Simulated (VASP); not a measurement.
HfSiO4: relaxation of cell and atoms with PBEsol

Crystal: HfSiO4.

```xyz
6
Lattice="-1.8761 1.8761 4.9306 1.8761 -1.8761 4.9306 1.8761 1.8761 -4.9306" Properties=species:S:1:pos:R:3 pbc="T T T"
Hf    0.0000    0.0000    0.0000
Si    0.0000    1.8761    2.4653
O     0.0000    1.8761    4.2188
O     0.0000    0.0000    2.1729
O     0.0000    1.8761    0.7119
O     0.0000    0.0000    7.6883
```

```
Program                : VASP 6.6.1
Task                   : relaxation of cell and atoms
Functional             : PBEsol
Potentials or basis    : VASP PAW PBE potentials, release 64 (Hf_pv, Si, O)
Cutoff                 : 600 eV
k mesh                 : 8 × 8 × 8
Occupations            : fermi-dirac, width 0.02 eV
Spin                   : no spin polarisation
Dipole correction      : no
Further INCAR settings : ALGO = Normal; EDIFF = 1e-07; IBRION = 2; EDIFFG = -0.005; NSW = 80; ISIF = 3
```

The relaxed volume is 11.21 Å³/atom, the relaxed cell is a = 5.545 Å, b = 5.545 Å, c = 5.545 Å, α = 140.92°, β = 140.92°, γ = 56.47° and the space group after relaxing (to 0.05 Å) is I-4m2 (No. 119). The energy gained by relaxing is 8.2 meV/atom. The ionic steps are 11, the pressure after relaxing is 0.0 GPa and the band gap on the k mesh is 4.05 eV, indirect (least direct gap 4.06 eV).

Forces in eV/Å, atoms in the order of the input:
```
Hf   0.000  0.000  0.000
Si   0.000  0.000  0.000
O    0.000  0.000  0.003
O    0.000  0.000  0.000
O    0.000  0.000 -0.003
O    0.000  0.000  0.000
```

Step by step:
```csv
step,energy change (eV),largest force (eV/Å),pressure (GPa),volume (Å³)
1,0.0000,0.2645,-6.83,69.42
2,0.0474,0.6477,10.95,64.59
3,-0.0475,0.1741,-0.08,67.36
4,-0.0475,0.1750,0.05,67.32
5,-0.0487,0.1111,0.07,67.20
6,-0.0493,0.0337,0.05,67.24
7,-0.0493,0.0062,-0.10,67.27
8,-0.0493,0.0066,-0.10,67.27
9,-0.0493,0.0107,0.02,67.23
10,-0.0493,0.0086,0.01,67.23
11,-0.0493,0.0027,0.01,67.23
```

Final structure:
```
CELL_PARAMETERS angstrom
-1.85483 1.85483 4.88537
1.85483 -1.85483 4.88537
1.85483 1.85483 -4.88537
ATOMIC_POSITIONS crystal
Hf 0.00000 0.00000 0.00000
Si 0.75000 0.25000 0.50000
O 0.92860 0.42860 0.50000
O 0.22027 0.22027 0.00000
O 0.57140 0.07140 0.50000
O 0.77973 0.77973 0.00000
```

Levels at points of the mesh, in eV from the valence-band top:
| k point | band 16 | band 17 | band 18 | band 19 | band 20 | band 21 | band 22 | band 23 |
| --- | --- | --- | --- | --- | --- | --- | --- | --- |
| (0.00, 0.00, 0.00) | -2.39 | -1.24 | -0.52 | -0.52 | 4.09 | 4.43 | 6.96 | 7.64 |
| (0.50, 0.00, 0.00) | -2.21 | -1.44 | -1.36 | -1.01 | 4.55 | 5.38 | 6.98 | 7.17 |
| (0.50, 0.50, 0.00) | -2.51 | -1.95 | -1.01 | 0.00 | 4.27 | 4.32 | 6.73 | 7.87 |
| (0.50, 0.50, 0.50) | -2.15 | -1.58 | -0.35 | -0.35 | 4.14 | 5.03 | 6.14 | 7.30 |

Run time: 9.3 min on 1 thread of Intel(R) Xeon(R) 6975P-C (Granite Rapids), on a shared host, peak memory 0.44 GiB.

Caveat: the PAW data sets were made with another functional, which shifts forces and pressure a little; spin-orbit coupling is left out, which moves the levels of the heavy elements. PBEsol gaps usually lie below the measured ones, often by a third to a half.
